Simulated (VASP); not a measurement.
# Ir in VASP: further runs

Ir is run at these levels: PBEsol; tasks: single point.

Program: VASP 6.6.1. These are calculated values, not measurements. Logs are shortened: lines on timing, memory, paths and dates and some standing lists are left out, and cuts for length are marked.

## Step 1: The cell of the first run

The cell holds a slab with vacuum, 5 atoms: a = 2.709 Å, b = 3.832 Å, c = 27.150 Å, α = 90.00°, β = 90.00°, γ = 90.00°.

## Step 2: Single point, PBEsol

INCAR

```
PREC = Accurate
ENCUT = 520
EDIFF = 1E-6
ISMEAR = -1
SIGMA = 0.1
LREAL = False
LASPH = True
NELM = 80
ALGO = Normal
ISIF = 2
LWAVE = False
LCHARG = True
LDIPOL = True
IDIPOL = 3
DIPOL = 0.5 0.5 0.500
GGA = PS
LELF = True
LVHAR = True
LVACPOTAV = True
NBANDS = 30
```

KPOINTS

```
regular mesh
0
Gamma
  15 11 1
```

POSCAR

```
Ir
1.0
    2.7093778140      0.0000000000      0.0000000000
    0.0000000000      3.8316388502      0.0000000000
    0.0000000000      0.0000000000     27.1502000000
Ir
5
Direct
    0.0000000000      0.0000000000      0.4051530916
    0.5000000000      0.5000000000      0.4475786870
    0.0000000000      0.0000000000      0.4999999992
    0.5000000000      0.5000000000      0.5524213158
    0.0000000000      0.0000000000      0.5948469084
```

Potentials or basis: VASP PAW PBE potentials, release 64 (Ir).

The run is started by

```
$ cat potpaw_PBE.64/Ir/POTCAR > POTCAR
$ mpirun -np 1 vasp_std > vasp.out
```

OUTCAR:

```text
PREC = Accurate
   ENCUT = 520
   EDIFF = 1E-6
   ISMEAR = -1
   LREAL = False
   LASPH = True
   NELM = 80
   ISIF = 2
   GGA = PS

 ion  position               nearest neighbor table
   1  0.000  0.000  0.405-   3 2.58   2 2.61   2 2.61   2 2.61   2 2.61
   2  0.500  0.500  0.448-   1 2.61   1 2.61   1 2.61   1 2.61   3 2.74   3 2.74   3 2.74   3 2.74
                             4 2.85
   3  0.000  0.000  0.500-   1 2.58   5 2.58   2 2.74   2 2.74   2 2.74   2 2.74   4 2.74   4 2.74
                             4 2.74   4 2.74
   4  0.500  0.500  0.552-   5 2.61   5 2.61   5 2.61   5 2.61   3 2.74   3 2.74   3 2.74   3 2.74
                             2 2.85
   5  0.000  0.000  0.595-   3 2.58   4 2.61   4 2.61   4 2.61   4 2.61

  LATTYP: Found a simple orthorhombic cell.
 ALAT       =     2.7093778140
 B/A-ratio  =     1.4142135624
 C/A-ratio  =    10.0208246556

  Lattice vectors:

 A1 = (   2.7093778140,   0.0000000000,   0.0000000000)
 A2 = (   0.0000000000,   3.8316388502,   0.0000000000)
 A3 = (   0.0000000000,   0.0000000000,  27.1502000000)

Analysis of symmetry for initial positions (statically):
=====================================================================
 Subroutine PRICEL returns:
 Original cell was already a primitive cell.

 Routine SETGRP: Setting up the symmetry group for a
 simple orthorhombic supercell.

 Subroutine GETGRP returns: Found  8 space group operations
 (whereof  8 operations were pure point group operations)
 out of a pool of  8 trial point group operations.

The static configuration has the point symmetry D_2h.

Analysis of symmetry for dynamics (positions and initial velocities):
=====================================================================
 Subroutine PRICEL returns:
 Original cell was already a primitive cell.

 Routine SETGRP: Setting up the symmetry group for a
 simple orthorhombic supercell.

 Subroutine GETGRP returns: Found  8 space group operations
 (whereof  8 operations were pure point group operations)
 out of a pool of  8 trial point group operations.

The dynamic configuration has the point symmetry D_2h.

 Subroutine INISYM returns: Found  8 space group operations
 (whereof  8 operations are pure point group operations),
 and found     1 'primitive' translations

----------------------------------------------------------------------------------------

                                     Primitive cell

  volume of cell :     281.8559

  direct lattice vectors                    reciprocal lattice vectors
     2.709377814  0.000000000  0.000000000     0.369088429  0.000000000  0.000000000
     0.000000000  3.831638850  0.000000000     0.000000000  0.260984931  0.000000000
     0.000000000  0.000000000 27.150200000     0.000000000  0.000000000  0.036832141

  length of vectors
     2.709377814  3.831638850 27.150200000     0.369088429  0.260984931  0.036832141

  position of ions in fractional coordinates (direct lattice)
     0.000000000  0.000000000  0.405153092
     0.500000000  0.500000000  0.447578687
     0.000000000  0.000000000  0.499999999
     0.500000000  0.500000000  0.552421316
     0.000000000  0.000000000  0.594846908

  ion indices of the primitive-cell ions
   primitive index   ion index
                 1           1
                 2           2
                 3           3
                 4           4
                 5           5

----------------------------------------------------------------------------------------

 KPOINTS: regular mesh

Automatic generation of k-mesh.
 Grid dimensions read from file:
 generate k-points for:   15   11    1

 Generating k-lattice:

  Cartesian coordinates                     Fractional coordinates (reciprocal lattice)
     0.024605895  0.000000000  0.000000000     0.066666667  0.000000000  0.000000000
     0.000000000  0.023725903  0.000000000     0.000000000  0.090909091  0.000000000
     0.000000000  0.000000000  0.036832141     0.000000000  0.000000000  1.000000000

  Length of vectors
     0.024605895  0.023725903  0.036832141

  Shift w.r.t. Gamma in fractional coordinates (k-lattice)
     0.000000000  0.000000000  0.000000000

 Subroutine IBZKPT returns following result:
 ===========================================

 Found     48 irreducible k-points:

 Following reciprocal coordinates:
            Coordinates               Weight
  0.000000  0.000000  0.000000      1.000000
  0.066667  0.000000  0.000000      2.000000
  0.133333  0.000000  0.000000      2.000000
  0.200000  0.000000  0.000000      2.000000
  0.266667  0.000000  0.000000      2.000000
  0.333333  0.000000  0.000000      2.000000
[... 16 lines left out ...]
  0.400000  0.181818  0.000000      4.000000
  0.466667  0.181818  0.000000      4.000000
 [... further k-points ...]
   k-points           NKPTS =     48   k-points in BZ     NKDIM =     48   number of bands    NBANDS=     30
   number of dos      NEDOS =    301   number of ions     NIONS =      5
   total plane-waves  NPLWV = 117600
   dimension x,y,z NGX =    20 NGY =   28 NGZ =  210
   dimension x,y,z NGXF=    40 NGYF=   56 NGZF=  420
   ions per type =               5
   NGX,Y,Z   is equivalent  to a cutoff of  12.27, 12.15, 12.86 a.u.
   NGXF,Y,Z  is equivalent  to a cutoff of  24.54, 24.30, 25.72 a.u.
 SYSTEM =  unknown system
   PREC   = accura    normal or accurate (medium, high low for compatibility)
   ISTART =      0    job   : 0-new  1-cont  2-samecut
   ICHARG =      2    charge: 1-file 2-atom 10-const
   ISPIN  =      1    spin polarized calculation?
   LNONCOLLINEAR =      F non collinear calculations
   LSORBIT =      F    spin-orbit coupling
   LASPH  =      T    aspherical Exc in radial PAW
   ENCUT  =  520.0 eV  38.22 Ry    6.18 a.u.   5.04  7.12 50.48*2*pi/ulx,y,z
   NELM   =     80;   NELMIN=  2; NELMDL= -5     # of ELM steps
   EDIFF  = 0.1E-05   stopping-criterion for ELM
   LREAL  =      F    real-space projection
   EDIFFG = 0.1E-04   stopping-criterion for IOM
   NSW    =      0    number of steps for IOM
   IBRION =     -1    ionic relax: 0-MD 1-quasi-New 2-CG
   NFREE  =      0    steps in history (QN), initial steepest desc. (CG)
   ISIF   =      2    stress and relaxation
   ISYM   =      2    0-nonsym 1-usesym 2-fastsym
   POTIM  = 0.5000    time-step for ionic-motion
   TEBEG  =    0.0;   TEEND  =   0.0 temperature during run
   PSTRESS=    0.0 pullay stress
   NELECT =      45.0000    total number of electrons
   NUPDOWN=      -1.0000    fix difference up-down
   EMIN   =  10.00;   EMAX   =-10.00  energy-range for DOS
   EFERMI =   0.00;   METHOD = LEGACY
   ISMEAR =    -1;   SIGMA  =   0.10  broadening in eV -4-tet -1-fermi 0-gaus
   EFERMI_NEDOS =   21; number of points for ismear=-14 and -15
   IALGO  =     38    algorithm
   IMIX   =      4    mixing-type and parameters
     AMIX     =   0.40;   BMIX     =  1.00
     AMIX_MAG =   1.60;   BMIX_MAG =  1.00
  volume/ion in A,a.u.               =      56.37       380.41
  Fermi-wavevector in a.u.,A,eV,Ry     =   0.888117  1.678297 10.731608  0.788751
  Thomas-Fermi vector in A             =   2.009504
   LORBIT       =      0    0 simple, 1 ext, 2 COOP (PROOUT), +10 PAW based schemes
   GGA     = PS    functional components
   LHFCALC =     F    Hartree Fock is set to
   AEXX    =    0.0000 exact exchange contribution
   IVDW    =     0    specifies the selected vdW correction
   LEPSILON=     F    determine dielectric tensor
   LRPA    =     F    only Hartree local field effects (RPA)
 non-spin polarized calculation
  energy-cutoff  :      520.00
  volume of cell :      281.86
 maximum number of plane-waves:      7652
   NGX = 11   NGY = 15   NGZ =101

 number of electron      44.9999993 magnetization

 dipolmoment           0.000000      0.000000     -0.000000 electrons x Angstroem

 Free energy of the ion-electron system (eV)
  ---------------------------------------------------
  ext. energy  EPLUGINS =         0.00000000
  ---------------------------------------------------
  free energy    TOTEN  =       -44.91532529 eV

  energy without entropy =      -44.67416140  energy(sigma->0) =      -44.79474334

 E-fermi :  -1.1171     XC(G=0):  -4.2851

 val. band max:       -1.1199304431   @ k =   0.1333   0.4545   0.0000
 cond. band min:      -1.1153236125   @ k =   0.2667   0.1818   0.0000
 fundamental gap:      0.0046068306
 Fermi energy:        -1.1170769474

 k-point     1 :       0.0000    0.0000    0.0000
  band No.  band energies     occupation
      1     -11.3975      2.00000
      2      -9.3780      2.00000
      3      -8.5364      2.00000
      4      -7.7697      2.00000
      5      -7.6921      2.00000
      6      -6.8133      2.00000
[... 22 lines left out ...]
     29       1.0034      0.00000
     30       2.5338      0.00000

 k-point     2 :       0.0667    0.0000    0.0000
  band No.  band energies     occupation
      1     -11.2682      2.00000
      2      -9.2640      2.00000
      3      -8.4099      2.00000
      4      -7.6952      2.00000
      5      -7.5569      2.00000
      6      -6.6686      2.00000
[... 22 lines left out ...]
     29       1.0918      0.00000
     30       3.2190      0.00000

 k-point     3 :       0.1333    0.0000    0.0000
  band No.  band energies     occupation
      1     -10.8951      2.00000
      2      -8.9670      2.00000
      3      -8.0756      2.00000
      4      -7.4704      2.00000
      5      -7.2071      2.00000
      6      -6.5179      2.00000
[... 22 lines left out ...]
     29       1.3395      0.00000
     30       3.8190      0.00000

 k-point     4 :       0.2000    0.0000    0.0000
  band No.  band energies     occupation
      1     -10.3240      2.00000
      2      -8.6381      2.00000
      3      -7.6863      2.00000
      4      -7.0723      2.00000
      5      -6.9779      2.00000
      6      -6.8334      2.00000
[... 22 lines left out ...]
     29       1.7324      0.00000
     30       4.2253      0.00000

 k-point     5 :       0.2667    0.0000    0.0000
  band No.  band energies     occupation
      1      -9.6323      2.00000
      2      -8.4908      2.00000
      3      -7.4547      2.00000
      4      -7.4185      2.00000
      5      -6.7683      2.00000
      6      -6.6374      2.00000
[... 22 lines left out ...]
     29       2.2571      0.00000
     30       4.7658      0.00000
[... 526 lines left out ...]
     29       2.7713      0.00000
     30       4.8457      0.00000

 k-point    22 :       0.3333    0.1818    0.0000
  band No.  band energies     occupation
      1      -8.8170      2.00000
      2      -8.2524      2.00000
      3      -7.6154      2.00000
      4      -7.3357      2.00000
      5      -7.0334      2.00000
      6      -6.8687      2.00000
[... 22 lines left out ...]
     29       3.4267      0.00000
     30       5.2144      0.00000

 k-point    23 :       0.4000    0.1818    0.0000
  band No.  band energies     occupation
      1      -8.4126      2.00000
      2      -8.3915      2.00000
      3      -7.8854      2.00000
      4      -7.5353      2.00000
      5      -7.3066      2.00000
      6      -7.0417      2.00000
[... 22 lines left out ...]
     29       3.9118      0.00000
     30       4.0320      0.00000

 k-point    24 :       0.4667    0.1818    0.0000
  band No.  band energies     occupation
      1      -8.4861      2.00000
      2      -8.1774      2.00000
      3      -8.0267      2.00000
      4      -7.6920      2.00000
      5      -7.4705      2.00000
      6      -7.1671      2.00000
[... 22 lines left out ...]
     29       3.3387      0.00000
     30       3.4124      0.00000

 [... further k-points ...]
[... 5 lines left out ...]
  --------------------------------------------------------------------------------------
  -------------------------------------------------------------------------------------
  Total       -5.7794135     -1.6854437      0.3996488      0.0000000      0.0000000      0.0000000
  in kB      -32.8524057     -9.5807092      2.2717572      0.0000000      0.0000000      0.0000000
  external PRESSURE =     -13.3871192 kB  Pullay stress =       0.0000000 kB

 VOLUME and BASIS-vectors are now :
 -----------------------------------------------------------------------------
  energy-cutoff  :      520.00
  volume of cell :      281.86
      direct lattice vectors                 reciprocal lattice vectors
     2.709377814  0.000000000  0.000000000     0.369088429  0.000000000  0.000000000
     0.000000000  3.831638850  0.000000000     0.000000000  0.260984931  0.000000000
     0.000000000  0.000000000 27.150200000     0.000000000  0.000000000  0.036832141

 POSITION                                       TOTAL-FORCE (eV/Angst)
 -----------------------------------------------------------------------------------
      0.00000      0.00000     10.99999        -0.000000      0.000000     -0.074415
      1.35469      1.91582     12.15185        -0.000000      0.000000     -0.017369
      0.00000      0.00000     13.57510        -0.000000      0.000000      0.000000
      1.35469      1.91582     14.99835         0.000000      0.000000      0.017369
      0.00000      0.00000     16.15021        -0.000000      0.000000      0.074415
 -----------------------------------------------------------------------------------
    total drift:                                0.000000      0.000000     -0.000048

  FREE ENERGIE OF THE ION-ELECTRON SYSTEM (eV)
  ---------------------------------------------------
  free  energy   TOTEN  =       -44.9153252905 eV

  energy  without entropy=      -44.6741613984  energy(sigma->0) =      -44.79474334

 vacuum level on the upper side and lower side of the slab         3.761         3.761
```

Run time: 18 min. Hardware: 1 thread of Intel Xeon 8259CL, shared host; peak memory 0.52 GiB.

Results:

```
Free energy            : -44.9153 eV
Largest force          : 0.074 eV/Å
Band gap on the k mesh : zero (an odd number of electrons rules out a gap without spin polarisation)
```

Forces on the atoms (eV/Å):
```
Ir   0.000  0.000 -0.074
Ir   0.000  0.000 -0.017
Ir   0.000  0.000  0.000
Ir   0.000  0.000  0.017
Ir   0.000  0.000  0.074
```

Levels at points of the mesh, in eV from the Fermi level:
```csv
k point,band 21,band 22,band 23,band 24,band 25,band 26
"(0.00, 0.00, 0.00)",-1.04,-0.92,-0.68,-0.04,0.19,0.61
```

Caveat: the PAW data sets were made with another functional, which shifts forces and pressure a little; spin-orbit coupling is left out, which moves the levels of the heavy elements.

## Step 3: Single point, PBEsol

This run uses another cell than the first one.

INCAR

```
PREC = Accurate ; ENCUT = 520
EDIFF = 1E-7 ; ISMEAR = -1
SIGMA = 0.1 ; LREAL = False
LASPH = True ; NELM = 60
ALGO = Normal ; ISIF = 2
LWAVE = False ; LCHARG = False
LDIPOL = True ; IDIPOL = 3
DIPOL = 0.5 0.5 0.500 ; GGA = PS
NBANDS = 30
```

KPOINTS is that of step 2.

POSCAR

```
Ir
1.0
    2.7093778140      0.0000000000      0.0000000000
    0.0000000000      3.8316388502      0.0000000000
    0.0000000000      0.0000000000     21.4188000000
Ir
5
Direct
    0.0000000000      0.0000000000      0.3735046869
    0.5000000000      0.5000000000      0.4367523433
    0.0000000000      0.0000000000      0.5000000000
    0.5000000000      0.5000000000      0.5632476567
    0.0000000000      0.0000000000      0.6264953131
```

Potentials or basis: VASP PAW PBE potentials, release 64 (Ir).

The run is started by

```
$ cat potpaw_PBE.64/Ir/POTCAR > POTCAR
$ mpirun -np 1 vasp_std > vasp.out
```

OUTCAR:

```text
PREC = Accurate
   ENCUT = 520
   EDIFF = 1E-7
   ISMEAR = -1
   LREAL = False
   LASPH = True
   NELM = 60
   ISIF = 2
   GGA = PS

 ion  position               nearest neighbor table
   1  0.000  0.000  0.374-   2 2.71   2 2.71   2 2.71   2 2.71   3 2.71
   2  0.500  0.500  0.437-   1 2.71   1 2.71   1 2.71   1 2.71   3 2.71   3 2.71   3 2.71   3 2.71
                             4 2.71
   3  0.000  0.000  0.500-   1 2.71   5 2.71   4 2.71   2 2.71   2 2.71   4 2.71   2 2.71   4 2.71
                             2 2.71   4 2.71
   4  0.500  0.500  0.563-   5 2.71   5 2.71   5 2.71   5 2.71   3 2.71   3 2.71   3 2.71   3 2.71
                             2 2.71
   5  0.000  0.000  0.626-   4 2.71   4 2.71   4 2.71   4 2.71   3 2.71

  LATTYP: Found a simple orthorhombic cell.
 ALAT       =     2.7093778140
 B/A-ratio  =     1.4142135624
 C/A-ratio  =     7.9054312357

  Lattice vectors:

 A1 = (   2.7093778140,   0.0000000000,   0.0000000000)
 A2 = (   0.0000000000,   3.8316388502,   0.0000000000)
 A3 = (   0.0000000000,   0.0000000000,  21.4188000000)

Analysis of symmetry for initial positions (statically):
=====================================================================
 Subroutine PRICEL returns:
 Original cell was already a primitive cell.

[... 189 lines left out ...]
      3      -7.5501      2.00000
      4      -6.8901      2.00000
      5      -6.3099      2.00000
      6      -5.8538      2.00000
[... 781 lines left out ...]
     29       3.9541      0.00000
     30       4.3352      0.00000

 [... further k-points ...]

------------------------ aborting loop because EDIFF is reached ----------------------------------------

 vacuum level on the upper side and lower side of the slab       (xc-potential included)        -0.079        -0.079

  FORCE on cell =-STRESS in cart. coord.  units (eV):
  Direction    XX          YY          ZZ          XY          YZ          ZX
  --------------------------------------------------------------------------------------
  -------------------------------------------------------------------------------------
  Total       -8.4832800     -6.3552210     -7.0393242      0.0000000      0.0000000      0.0000000
  in kB      -61.1258777    -45.7922483    -50.7215217      0.0000000      0.0000000      0.0000000
  external PRESSURE =     -52.5465492 kB  Pullay stress =       0.0000000 kB

 VOLUME and BASIS-vectors are now :
 -----------------------------------------------------------------------------
  energy-cutoff  :      520.00
  volume of cell :      222.36
      direct lattice vectors                 reciprocal lattice vectors
     2.709377814  0.000000000  0.000000000     0.369088429  0.000000000  0.000000000
     0.000000000  3.831638850  0.000000000     0.000000000  0.260984931  0.000000000
     0.000000000  0.000000000 21.418800000     0.000000000  0.000000000  0.046687956

 POSITION                                       TOTAL-FORCE (eV/Angst)
 -----------------------------------------------------------------------------------
      0.00000      0.00000      8.00002         0.000000     -0.000000      1.904114
      1.35469      1.91582      9.35471         0.000000      0.000000     -1.223208
      0.00000      0.00000     10.70940         0.000000      0.000000      0.000000
      1.35469      1.91582     12.06409         0.000000      0.000000      1.223208
      0.00000      0.00000     13.41878         0.000000      0.000000     -1.904114
 -----------------------------------------------------------------------------------
    total drift:                               -0.000000      0.000000     -0.000000

  FREE ENERGIE OF THE ION-ELECTRON SYSTEM (eV)
  ---------------------------------------------------
  free  energy   TOTEN  =       -44.5704160393 eV

  energy  without entropy=      -44.3189078313  energy(sigma->0) =      -44.44466194

 vacuum level on the upper side and lower side of the slab         4.766         4.766
```

Wall time 4.1 min (1 thread of Intel Xeon 6975P-C (Granite Rapids), shared host); peak memory 0.44 GiB.

Results:

```yaml
Free_energy: -44.5704 eV
Largest_force: 1.904 eV/Å
Band_gap_on_the_k_mesh: zero (an odd number of electrons rules out a gap without spin polarisation)
```

Forces on the atoms (eV/Å):
```
Ir   0.000  0.000  1.904
Ir   0.000  0.000 -1.223
Ir   0.000  0.000  0.000
Ir   0.000  0.000  1.223
Ir   0.000  0.000 -1.904
```

Levels at points of the mesh, in eV from the Fermi level:
| k point | band 20 | band 21 | band 22 | band 23 | band 24 | band 25 | band 26 | band 27 |
| --- | --- | --- | --- | --- | --- | --- | --- | --- |
| (0.00, 0.00, 0.00) | -0.94 | -0.91 | -0.66 | -0.29 | 0.00 | 0.24 | 0.67 | 0.71 |

Caveat: the PAW data sets were made with another functional, which shifts forces and pressure a little; spin-orbit coupling is left out, which moves the levels of the heavy elements.
